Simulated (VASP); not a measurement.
# ScAl (Pm-3m) in VASP: further runs

ScAl is run at these levels: PBEsol; tasks: relaxation of cell and atoms.

All numbers are computed with VASP 6.6.1; they aren't measurements. Logs are shortened: lines on timing, memory, paths and dates and some standing lists are left out, and cuts for length are marked.

## (1) The cell of the first run

It takes space group Pm-3m (No. 221, cubic). The conventional cell has a = 3.346 Å, b = 3.346 Å, c = 3.346 Å, α = 90.00°, β = 90.00°, γ = 90.00°. Sc (site symmetry m-3m) has 8 Al at 2.90 Å and 6 Sc at 3.35 Å within 3.8 Å. Within 3.8 Å of Al (site symmetry m-3m) lie 8 Sc at 2.90 Å and 6 Al at 3.35 Å.

## (2) Relaxation of cell and atoms, PBEsol, target pressure 1 GPa, at which the enthalpy is minimised

Contents of INCAR:

```
SYSTEM = ScAl
ALGO = Normal
EDIFF = 1E-7
EDIFFG = -0.002
ENCUT = 600
GGA = PS
IBRION = 2
ISIF = 3
ISMEAR = -1
LASPH = .TRUE.
LCHARG = .FALSE.
LREAL = .FALSE.
LWAVE = .FALSE.
NELM = 60
NSW = 100
PREC = Accurate
PSTRESS = 10.0
SIGMA = 0.1
```

Contents of KPOINTS:

```
k-points
0
G
  14 14 14
  0 0 0
```

Contents of POSCAR:

```
ScAl
1.0
    3.3464246974      0.0000000000      0.0000000000
    0.0000000000      3.3464246974      0.0000000000
    0.0000000000      0.0000000000      3.3464246974
Sc Al
1 1
Direct
    0.5000000000      0.5000000000      0.5000000000
    0.0000000000      0.0000000000      0.0000000000
```

Potentials or basis: VASP PAW PBE potentials, release 64 (Sc_sv, Al).

On the command line:

```console
$ cat potpaw_PBE.64/Sc_sv/POTCAR potpaw_PBE.64/Al/POTCAR > POTCAR
$ mpirun -np 1 vasp_std > vasp.out
```

OUTCAR:

```text
SYSTEM = ScAl
   EDIFF = 1E-7
   EDIFFG = -0.002
   ENCUT = 600
   GGA = PS
   IBRION = 2
   ISIF = 3
   ISMEAR = -1
   LASPH = .TRUE.
   LREAL = .FALSE.
   NELM = 60
   NSW = 100
   PREC = Accurate
   PSTRESS = 10.0

 ion  position               nearest neighbor table
   1  0.500  0.500  0.500-   2 2.90   2 2.90   2 2.90   2 2.90   2 2.90   2 2.90   2 2.90   2 2.90

   2  0.000  0.000  0.000-   1 2.90   1 2.90   1 2.90   1 2.90   1 2.90   1 2.90   1 2.90   1 2.90

  LATTYP: Found a simple cubic cell.
 ALAT       =     3.3464246974

  Lattice vectors:

 A1 = (   3.3464246974,   0.0000000000,   0.0000000000)
 A2 = (   0.0000000000,   3.3464246974,   0.0000000000)
 A3 = (   0.0000000000,   0.0000000000,   3.3464246974)

Analysis of symmetry for initial positions (statically):
=====================================================================
 Subroutine PRICEL returns:
 Original cell was already a primitive cell.

 Routine SETGRP: Setting up the symmetry group for a
 simple cubic supercell.

 Subroutine GETGRP returns: Found 48 space group operations
 (whereof 48 operations were pure point group operations)
 out of a pool of 48 trial point group operations.

The static configuration has the point symmetry O_h .

Analysis of symmetry for dynamics (positions and initial velocities):
=====================================================================
 Subroutine PRICEL returns:
 Original cell was already a primitive cell.

 Routine SETGRP: Setting up the symmetry group for a
 simple cubic supercell.

 Subroutine GETGRP returns: Found 48 space group operations
 (whereof 48 operations were pure point group operations)
 out of a pool of 48 trial point group operations.

The dynamic configuration has the point symmetry O_h .

 Subroutine INISYM returns: Found 48 space group operations
 (whereof 48 operations are pure point group operations),
 and found     1 'primitive' translations

----------------------------------------------------------------------------------------

                                     Primitive cell

  volume of cell :      37.4751

  direct lattice vectors                    reciprocal lattice vectors
     3.346424697  0.000000000  0.000000000     0.298826386  0.000000000  0.000000000
     0.000000000  3.346424697  0.000000000     0.000000000  0.298826386  0.000000000
     0.000000000  0.000000000  3.346424697     0.000000000  0.000000000  0.298826386

  length of vectors
[... 99 lines left out ...]
   IALGO  =     38    algorithm
   IMIX   =      4    mixing-type and parameters
     AMIX     =   0.40;   BMIX     =  1.00
     AMIX_MAG =   1.60;   BMIX_MAG =  1.00
  volume/ion in A,a.u.               =      18.74       126.45
  Fermi-wavevector in a.u.,A,eV,Ry     =   1.179061  2.228103 18.914629  1.390186
  Thomas-Fermi vector in A             =   2.315379
   LORBIT       =      0    0 simple, 1 ext, 2 COOP (PROOUT), +10 PAW based schemes
   GGA     = PS    functional components
   LHFCALC =     F    Hartree Fock is set to
   AEXX    =    0.0000 exact exchange contribution
   IVDW    =     0    specifies the selected vdW correction
   LEPSILON=     F    determine dielectric tensor
   LRPA    =     F    only Hartree local field effects (RPA)
 conjugate gradient relaxation of ions
 non-spin polarized calculation
  energy-cutoff  :      600.00
  volume of cell :       37.48
 maximum number of plane-waves:      1273
 NGX is ok and might be reduce to    28
   NGX = 13   NGY = 13   NGZ = 13

--------------------------------------- Ionic step        1  -------------------------------------------

 number of electron      14.0000002 magnetization

 Free energy of the ion-electron system (eV)
  ---------------------------------------------------
  ext. energy  EPLUGINS =         0.00000000
  ---------------------------------------------------
  free energy    TOTEN  =       -11.63749728 eV

  energy without entropy =      -11.60822497  energy(sigma->0) =      -11.62286113

------------------------ aborting loop because EDIFF is reached ----------------------------------------

  FORCE on cell =-STRESS in cart. coord.  units (eV):
  Direction    XX          YY          ZZ          XY          YZ          ZX
  --------------------------------------------------------------------------------------
  -------------------------------------------------------------------------------------
  Total        0.0274785      0.0274785      0.0274785     -0.0000000     -0.0000000      0.0000000
  in kB        1.1747917      1.1747917      1.1747917     -0.0000000     -0.0000000      0.0000000
  external PRESSURE =      -8.8252083 kB  Pullay stress =      10.0000000 kB
[... 63 lines left out ...]
--------------------------------------- Ionic step        3  -------------------------------------------

 number of electron      14.0000002 magnetization

 Free energy of the ion-electron system (eV)
  ---------------------------------------------------
  ext. energy  EPLUGINS =         0.00000000
  ---------------------------------------------------
  free energy    TOTEN  =       -11.63612306 eV

  energy without entropy =      -11.60743753  energy(sigma->0) =      -11.62178030

 E-fermi :   6.2198     XC(G=0): -10.5374

 val. band max:        6.2111988487   @ k =   0.3571   0.0714   0.0000
 cond. band min:       6.2418522419   @ k =   0.5000   0.3571   0.0714
 fundamental gap:      0.0306533931
 Fermi energy:         6.2198389418

 k-point     1 :       0.0000    0.0000    0.0000
  band No.  band energies     occupation
      1     -42.9059      2.00000
      2     -21.5823      2.00000
      3     -21.5823      2.00000
      4     -21.5823      2.00000
      5      -2.3607      2.00000
      6       5.4958      1.99857
      7       5.4958      1.99857
      8       9.0314      0.00000
      9       9.0314      0.00000
     10       9.0314      0.00000
     11      10.0973      0.00000
[... 309 lines left out ...]
 k-point    24 :       0.3571    0.2143    0.0000
  band No.  band energies     occupation
      1     -42.8851      2.00000
      2     -21.7383      2.00000
      3     -21.6437      2.00000
      4     -21.5601      2.00000
      5      -0.0862      2.00000
      6       3.4352      2.00000
      7       5.5254      1.99807
      8       6.8875      0.00252
      9       7.4756      0.00001
     10       8.5081      0.00000
     11       9.9296      0.00000

 [... further k-points ...]

------------------------ aborting loop because EDIFF is reached ----------------------------------------

  FORCE on cell =-STRESS in cart. coord.  units (eV):
  Direction    XX          YY          ZZ          XY          YZ          ZX
  --------------------------------------------------------------------------------------
  -------------------------------------------------------------------------------------
  Total        0.2323237      0.2323237      0.2323237     -0.0000000     -0.0000000      0.0000000
  in kB       10.0390165     10.0390165     10.0390165     -0.0000000     -0.0000000      0.0000000
  external PRESSURE =       0.0390165 kB  Pullay stress =      10.0000000 kB
[... 21 lines left out ...]
  energy  without entropy=      -11.6074375304  energy(sigma->0) =      -11.62178030

  enthalpy is  TOTEN    =       -11.4047023111 eV   P V=        0.2314207531

 reached required accuracy - stopping structural energy minimisation
```

Wall time 48 s (1 thread of Intel Xeon 6975P-C (Granite Rapids), shared host); peak memory 0.21 GiB.

What came out:

```
Free energy                                                : -11.6361 eV
Relaxed volume                                             : 18.54 Å³/atom
Relaxed cell                                               : a = 3.335 Å, b = 3.335 Å, c = 3.335 Å, α = 90.00°, β = 90.00°, γ = 90.00°
Space group after relaxing (to 0.1 Å)                      : Pm-3m (No. 221)
Energy change on relaxing (the run minimises the enthalpy) : +0.7 meV/atom
Ionic steps                                                : 3
Pressure after relaxing                                    : 1.0 GPa
Band gap on the k mesh                                     : zero (bands 7 and 8 overlap by 1.17 eV)
```

The path:
```tsv
step	energy change (eV)	largest force (eV/Å)	pressure (GPa)	volume (Å³)
1	0.0000	0.0000	0.12	37.48
2	0.0026	0.0000	1.37	36.92
3	0.0014	0.0000	1.00	37.08
```

Final structure:
```
Sc Al
1.0
     3.33455    0.00000    0.00000
     0.00000    3.33455    0.00000
     0.00000    0.00000    3.33455
Sc Al
1 1
Direct
  0.50000 0.50000 0.50000
  0.00000 0.00000 0.00000
```

Levels at points of the mesh, in eV from the Fermi level:
```
           k point  band 5  band 6  band 7  band 8  band 9  band 10
(0.00, 0.00, 0.00)   -8.58   -0.72   -0.72    2.81    2.81     2.81
(0.50, 0.00, 0.00)   -5.69   -4.63    0.26    0.81    0.81     3.06
(0.50, 0.50, 0.00)   -4.77   -1.85   -1.85   -0.86    1.57     1.57
(0.50, 0.50, 0.50)   -2.63   -2.63   -2.63   -0.29    3.00     3.00
```

Caveat: the cell is relaxed towards a set pressure, so the run minimises the enthalpy, not the energy; the PAW data sets were made with another functional, which shifts forces and pressure a little.

## (3) Relaxation of cell and atoms, PBEsol, target pressure 2 GPa, at which the enthalpy is minimised

Contents of INCAR:

```
ALGO = Normal ; EDIFF = 1E-6
EDIFFG = -0.002 ; ENCUT = 600
GGA = PS ; IBRION = 2
ISIF = 3 ; ISMEAR = -1
LASPH = T ; LCHARG = F
LREAL = F ; LWAVE = F
NELM = 80 ; NSW = 100
PREC = Accurate ; PSTRESS = 20.0
SIGMA = 0.1
```

Contents of KPOINTS:

```
k-points
0
Gamma
  14 14 14
```

POSCAR is that of step 2.

Potentials or basis: VASP PAW PBE potentials, release 64 (Sc_sv, Al).

On the command line:

```console
$ cat potpaw_PBE.64/Sc_sv/POTCAR potpaw_PBE.64/Al/POTCAR > POTCAR
$ mpirun -np 1 vasp_std > vasp.out
```

Wall time 43 s (1 thread of Intel Xeon 6975P-C (Granite Rapids), shared host); peak memory 0.21 GiB.

Results (log left out):

```
Free energy                                                : -11.6322 eV
Relaxed volume                                             : 18.33 Å³/atom
Relaxed cell                                               : a = 3.322 Å, b = 3.322 Å, c = 3.322 Å, α = 90.00°, β = 90.00°, γ = 90.00°
Space group after relaxing (to 0.1 Å)                      : Pm-3m (No. 221)
Energy change on relaxing (the run minimises the enthalpy) : +2.7 meV/atom
Ionic steps                                                : 3
Pressure after relaxing                                    : 2.0 GPa
Band gap on the k mesh                                     : zero (bands 7 and 8 overlap by 1.17 eV)
```

Step by step:
```csv
step,energy change (eV),largest force (eV/Å),pressure (GPa),volume (Å³)
1,0.0000,0.0000,0.12,37.48
2,0.0108,0.0000,2.89,36.29
3,0.0053,0.0000,2.01,36.65
```

Final structure:
```
CELL_PARAMETERS angstrom
3.32178 0.00000 0.00000
0.00000 3.32178 0.00000
0.00000 0.00000 3.32178
ATOMIC_POSITIONS crystal
Sc 0.50000 0.50000 0.50000
Al 0.00000 0.00000 0.00000
```

Levels at points of the mesh, in eV from the Fermi level:
```tsv
k point	band 3	band 4	band 5	band 6	band 7	band 8	band 9	band 10	band 11
(0.00, 0.00, 0.00)	-27.77	-27.77	-8.62	-0.74	-0.74	2.85	2.85	2.85	3.93
(0.50, 0.00, 0.00)	-27.75	-27.75	-5.70	-4.66	0.25	0.81	0.81	3.10	4.03
(0.50, 0.50, 0.00)	-27.95	-27.73	-4.79	-1.85	-1.85	-0.86	1.59	1.59	3.90
(0.50, 0.50, 0.50)	-27.92	-27.92	-2.66	-2.66	-2.66	-0.24	3.04	3.04	3.04
```

Caveat: the cell is relaxed towards a set pressure, so the run minimises the enthalpy, not the energy; the PAW data sets were made with another functional, which shifts forces and pressure a little.

(Continued in part 2 of 2.)

The gap in the log of VASP goes by the Fermi energy; the results here count the filled bands.